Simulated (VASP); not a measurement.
# Dy3Br (P6/mmm) in VASP: a series of runs, part 2 of 2

VASP 6.6.1. The steps go on from the part before.

## (5) Single point, PBE

This run uses another cell than the first one, of 33.01 Å³/atom.

INCAR

```
SYSTEM = Dy3Br
PREC = Accurate ; ENCUT = 500
EDIFF = 1E-6 ; ISMEAR = 0
SIGMA = 0.1 ; LREAL = .FALSE.
LASPH = .TRUE. ; NELM = 200
ALGO = Normal ; ISIF = 2
LWAVE = .FALSE. ; LCHARG = .FALSE.
GGA = PE ; NBANDS = 25
GGA_COMPAT = .FALSE. ; LMAXMIX = 6
```

KPOINTS

```
Automatic mesh
0
G
  12 12 10
  0 0 0
```

POSCAR

```
Dy3Br
1.0
    5.3887005020      0.0000000000      0.0000000000
   -2.6943502510      4.6667515281      0.0000000000
    0.0000000000      0.0000000000      5.2508908330
Dy Br
3 1
Direct
    0.3333333333      0.6666666667      0.0000000000
    0.6666666667      0.3333333333      0.0000000000
    0.0000000000      0.0000000000      0.5000000000
    0.0000000000      0.0000000000      0.0000000000
```

Command:

```
cat potpaw_PBE.64/Dy_3/POTCAR potpaw_PBE.64/Br/POTCAR > POTCAR
mpirun -np 1 vasp_std > vasp.out
```

It took 2.2 min on 1 thread of Intel Xeon 6975P-C (Granite Rapids), shared host; peak memory 0.46 GiB.

It converged, with:

```yaml
Free_energy: -14.0695 eV
Pressure: 0.2 GPa
Band_gap_on_the_k_mesh: zero (bands 17 and 18 overlap by 0.73 eV)
```

Stress tensor (GPa, compression positive):
```
0.14 0.00 0.00
0.00 0.14 0.00
0.00 0.00 0.28
```

Levels at points of the mesh, in eV from the Fermi level:
| k point | band 13 | band 14 | band 15 | band 16 | band 17 | band 18 | band 19 | band 20 | band 21 | band 22 |
| --- | --- | --- | --- | --- | --- | --- | --- | --- | --- | --- |
| (0.00, 0.00, 0.00) | -5.52 | -3.15 | -0.15 | 0.29 | 0.29 | 0.78 | 0.78 | 0.92 | 0.92 | 2.26 |
| (0.50, 0.00, 0.00) | -5.60 | -1.56 | -0.75 | -0.63 | -0.33 | -0.13 | 0.70 | 1.35 | 1.69 | 1.81 |
| (0.00, 0.00, 0.50) | -6.71 | -1.73 | -1.37 | -0.20 | -0.20 | 1.56 | 1.56 | 1.75 | 1.94 | 1.94 |
| (0.50, 0.00, 0.50) | -6.50 | -0.93 | -0.73 | -0.38 | -0.24 | 0.75 | 0.96 | 1.70 | 1.84 | 1.91 |

Caveat: spin-orbit coupling is left out, which moves the levels of the heavy elements; the 4f electrons are frozen in the core, so they carry no moment and show no levels; the run has no spin polarisation, though such a crystal can be magnetic.

## (6) Single point, PBE

This run uses another cell than the first one, of 33.01 Å³/atom.

INCAR

```
PREC = Accurate
ENCUT = 500
EDIFF = 1E-6
ISMEAR = 0
SIGMA = 0.1
LREAL = F
LASPH = T
NELM = 200
ALGO = Normal
ISIF = 2
LWAVE = F
LCHARG = F
GGA = PE
NBANDS = 25
GGA_COMPAT = F
LMAXMIX = 6
```

KPOINTS

```
Automatic mesh
0
Gamma
  12 12 10
```

POSCAR is that of step 5.

Potentials or basis: VASP PAW PBE potentials, release 64 (Dy_3, Br), 4f in core.

Command:

```
cat potpaw_PBE.64/Dy_3/POTCAR potpaw_PBE.64/Br/POTCAR > POTCAR
mpirun -np 1 vasp_std > vasp.out
```

Run time: 2.2 min. Hardware: 1 thread of Intel Xeon 6975P-C (Granite Rapids), shared host; peak memory 0.46 GiB.

It converged, with:

```
Free energy            : -14.0695 eV
Pressure               : 0.2 GPa
Band gap on the k mesh : zero (bands 17 and 18 overlap by 0.73 eV)
```

Stress tensor (GPa, compression positive):
```
0.14 0.00 0.00
0.00 0.14 0.00
0.00 0.00 0.28
```

Levels at points of the mesh, in eV from the Fermi level:
```tsv
k point	band 15	band 16	band 17	band 18	band 19	band 20
(0.00, 0.00, 0.00)	-0.15	0.29	0.29	0.78	0.78	0.92
(0.50, 0.00, 0.00)	-0.75	-0.63	-0.33	-0.13	0.70	1.35
(0.00, 0.00, 0.50)	-1.37	-0.20	-0.20	1.56	1.56	1.75
(0.50, 0.00, 0.50)	-0.73	-0.38	-0.24	0.75	0.96	1.70
```

Caveat: spin-orbit coupling is left out, which moves the levels of the heavy elements; the 4f electrons are frozen in the core, so they carry no moment and show no levels; the run has no spin polarisation, though such a crystal can be magnetic.

## (7) Relaxation of cell and atoms, PBE

This run uses another cell than the first one, of 32.76 Å³/atom.

INCAR

```
SYSTEM = Dy3Br
  ALGO = Normal
  EDIFF = 1E-7
  EDIFFG = -0.01
  ENCUT = 500
  GGA = PE
  GGA_COMPAT = .FALSE.
  IBRION = 2
  ISIF = 3
  ISMEAR = 0
  LASPH = .TRUE.
  LCHARG = .FALSE.
  LMAXMIX = 6
  LREAL = .FALSE.
  LWAVE = .FALSE.
  NELM = 200
  NELMIN = 4
  NSW = 100
  PREC = Accurate
  SIGMA = 0.1
```

KPOINTS

```
k-points
0
G
  12 12 10
  0 0 0
```

POSCAR

```
Dy3Br
1.0
    5.3709812882      0.0000000000      0.0000000000
   -2.6854906441      4.6514062389      0.0000000000
    0.0000000000      0.0000000000      5.2448407842
Dy Br
3 1
Direct
    0.3333333333      0.6666666667      0.0000000000
    0.6666666667      0.3333333333      0.0000000000
    0.0000000000      0.0000000000      0.5000000000
    0.0000000000      0.0000000000      0.0000000000
```

Potentials or basis: VASP PAW PBE potentials, release 64 (Dy_3, Br), 4f in core.

Command:

```
cat potpaw_PBE.64/Dy_3/POTCAR potpaw_PBE.64/Br/POTCAR > POTCAR
mpirun -np 1 vasp_std > vasp.out
```

OUTCAR:

```text
SYSTEM = Dy3Br
   EDIFF = 1E-7
   EDIFFG = -0.01
   ENCUT = 500
   GGA = PE
   IBRION = 2
   ISIF = 3
   ISMEAR = 0
   LASPH = .TRUE.
   LREAL = .FALSE.
   NELM = 200
   NELMIN = 4
   NSW = 100
   PREC = Accurate

 ion  position               nearest neighbor table
   1  0.333  0.667  0.000-   4 3.10   2 3.10   2 3.10   4 3.10   4 3.10   2 3.10
   2  0.667  0.333  0.000-   1 3.10   4 3.10   1 3.10   4 3.10   4 3.10   1 3.10
   3  0.000  0.000  0.500-   4 2.62   4 2.62
   4  0.000  0.000  0.000-   3 2.62   3 2.62   1 3.10   2 3.10   2 3.10   1 3.10   2 3.10   1 3.10

  LATTYP: Found a hexagonal cell.
 ALAT       =     5.3709812882
 C/A-ratio  =     0.9765144399

  Lattice vectors:

 A1 = (   5.3709812882,   0.0000000000,   0.0000000000)
 A2 = (  -2.6854906441,   4.6514062389,   0.0000000000)
 A3 = (   0.0000000000,   0.0000000000,   5.2448407842)

Analysis of symmetry for initial positions (statically):
=====================================================================
 Subroutine PRICEL returns:
 Original cell was already a primitive cell.

 Routine SETGRP: Setting up the symmetry group for a
 hexagonal supercell.

[... 177 lines left out ...]
  Direction    XX          YY          ZZ          XY          YZ          ZX
  --------------------------------------------------------------------------------------
  -------------------------------------------------------------------------------------
  Total        0.3030179      0.3030179      0.4122363      0.0000000      0.0000000      0.0000000
  in kB        3.7051741      3.7051741      5.0406505      0.0000000      0.0000000      0.0000000
  external PRESSURE =       4.1503329 kB  Pullay stress =       0.0000000 kB
[... 101 lines left out ...]
--------------------------------------- Ionic step        4  -------------------------------------------

 number of electron      33.9999997 magnetization

 Free energy of the ion-electron system (eV)
  ---------------------------------------------------
  ext. energy  EPLUGINS =         0.00000000
  ---------------------------------------------------
  free energy    TOTEN  =       -14.06983582 eV

  energy without entropy =      -14.04707192  energy(sigma->0) =      -14.05845387

 E-fermi :   2.9223     XC(G=0):  -9.2036

 val. band max:        2.9207084892   @ k =   0.5000  -0.0000   0.1000
 cond. band min:       2.9235827032   @ k =   0.2500   0.0833   0.4000
 fundamental gap:      0.0028742140
 Fermi energy:         2.9223424119

 k-point     1 :       0.0000    0.0000    0.0000
  band No.  band energies     occupation
      1     -21.2020      2.00000
      2     -21.1309      2.00000
      3     -21.1309      2.00000
      4     -20.9049      2.00000
      5     -20.9049      2.00000
      6     -20.5847      2.00000
[... 565 lines left out ...]
     20       4.1049      0.00000
     21       4.5930      0.00000

 [... further k-points ...]

------------------------ aborting loop because EDIFF is reached ----------------------------------------

  FORCE on cell =-STRESS in cart. coord.  units (eV):
  Direction    XX          YY          ZZ          XY          YZ          ZX
  --------------------------------------------------------------------------------------
  -------------------------------------------------------------------------------------
  Total        0.0239410      0.0239410     -0.0307713      0.0000000     -0.0000000     -0.0000000
  in kB        0.2890274      0.2890274     -0.3714863      0.0000000     -0.0000000     -0.0000000
  external PRESSURE =       0.0688562 kB  Pullay stress =       0.0000000 kB
[... 19 lines left out ...]
  FREE ENERGIE OF THE ION-ELECTRON SYSTEM (eV)
  ---------------------------------------------------
  free  energy   TOTEN  =       -14.0698358156 eV

  energy  without entropy=      -14.0470719161  energy(sigma->0) =      -14.05845387

 reached required accuracy - stopping structural energy minimisation
```

Wall time 7 min (1 thread of AMD EPYC 9R45 (Zen 5), shared host); peak memory 0.41 GiB.

What came out:

```yaml
Free_energy: -14.0698 eV
Relaxed_volume: 33.18 Å³/atom
Relaxed_cell: a = 5.397 Å, b = 5.397 Å, c = 5.262 Å, α = 90.00°, β = 90.00°, γ = 120.00°
Space_group_after_relaxing_to_0.1_Å: P6/mmm (No. 191)
Energy_gained_by_relaxing: 0.5 meV/atom
Ionic_steps: 4
Pressure_after_relaxing: 0.0 GPa
Band_gap_on_the_k_mesh: zero (bands 17 and 18 overlap by 0.74 eV)
```

Step by step:
| step | energy change (eV) | largest force (eV/Å) | pressure (GPa) | volume (Å³) |
| --- | --- | --- | --- | --- |
| 1 | 0.0000 | 0.0000 | 0.42 | 131.03 |
| 2 | -0.0018 | 0.0000 | -0.03 | 132.65 |
| 3 | -0.0019 | 0.0000 | 0.02 | 132.46 |
| 4 | -0.0022 | 0.0000 | 0.01 | 132.71 |

Final structure:
```cif
data_structure
_symmetry_space_group_name_H-M 'P 1'
_symmetry_Int_Tables_number 1
_cell_length_a 5.3966
_cell_length_b 5.3966
_cell_length_c 5.2618
_cell_angle_alpha 90.000
_cell_angle_beta 90.000
_cell_angle_gamma 120.000
_cell_volume 132.71
loop_
_atom_site_label
_atom_site_type_symbol
_atom_site_fract_x
_atom_site_fract_y
_atom_site_fract_z
_atom_site_occupancy
Dy1 Dy 0.33333 0.66667 0.00000 1
Dy2 Dy 0.66667 0.33333 0.00000 1
Dy3 Dy 0.00000 0.00000 0.50000 1
Br1 Br 0.00000 0.00000 0.00000 1
```

Levels at points of the mesh, in eV from the Fermi level:
```
           k point  band 14  band 15  band 16  band 17  band 18  band 19  band 20  band 21
(0.00, 0.00, 0.00)    -3.15    -0.16     0.30     0.30     0.78     0.78     0.92     0.92
(0.50, 0.00, 0.00)    -1.56    -0.74    -0.63    -0.33    -0.13     0.69     1.34     1.69
(0.00, 0.00, 0.50)    -1.74    -1.36    -0.19    -0.19     1.55     1.55     1.74     1.94
(0.50, 0.00, 0.50)    -0.93    -0.73    -0.37    -0.24     0.75     0.94     1.70     1.83
```

Caveat: spin-orbit coupling is left out, which moves the levels of the heavy elements; the 4f electrons are frozen in the core, so they carry no moment and show no levels; the run has no spin polarisation, though such a crystal can be magnetic. Spin polarisation is off, so any magnetic state and its effect on volume and gap are missing.

## (8) The runs side by side

| task | cell | k mesh | gap on the mesh (eV) | pressure (GPa) | relaxed volume (Å³/atom) |
| --- | --- | --- | --- | --- | --- |
| single point | a = 5.135, b = 5.135, c = 4.754 Å, angles 90.0, 90.0, 120.0°, 4 atoms | 6 × 6 × 4 | none | 13.7 | - |
| single point | a = 5.371, b = 5.371, c = 5.245 Å, angles 90.0, 90.0, 120.0°, 4 atoms | 6 × 6 × 4 | none | 0.2 | - |
| relaxation of cell and atoms | relaxed from a = 5.135, b = 5.135, c = 4.754 Å, angles 90.0, 90.0, 120.0°, 4 atoms | 6 × 6 × 4 | none | -0.1 | 33.05 |
| single point | a = 5.389, b = 5.389, c = 5.251 Å, angles 90.0, 90.0, 120.0°, 4 atoms | 12 × 12 × 10 | none | 0.2 | - |
| relaxation of cell and atoms | relaxed from a = 5.371, b = 5.371, c = 5.245 Å, angles 90.0, 90.0, 120.0°, 4 atoms | 12 × 12 × 10 | none | 0.0 | 33.18 |

Alike in all rows: level PBE; potentials or basis VASP PAW PBE potentials, release 64 (Dy_3, Br), 4f in core; no spin polarisation; cutoff (eV) 500; smearing gaussian 0.1 eV.

Caveats: spin-orbit coupling is left out, which moves the levels of the heavy elements; the 4f electrons are frozen in the core, so they carry no moment and show no levels; the run has no spin polarisation, though such a crystal can be magnetic; the stress differs along the axes, from 6 to 28 GPa (at least some runs); the volume moved by over 15 % at a fixed basis, so the end points are rough (at least some runs).

Total energies depend on the potentials used, so only differences within one code and one set of settings carry meaning.

The gap in the log of VASP goes by the Fermi energy; the results here count the filled bands.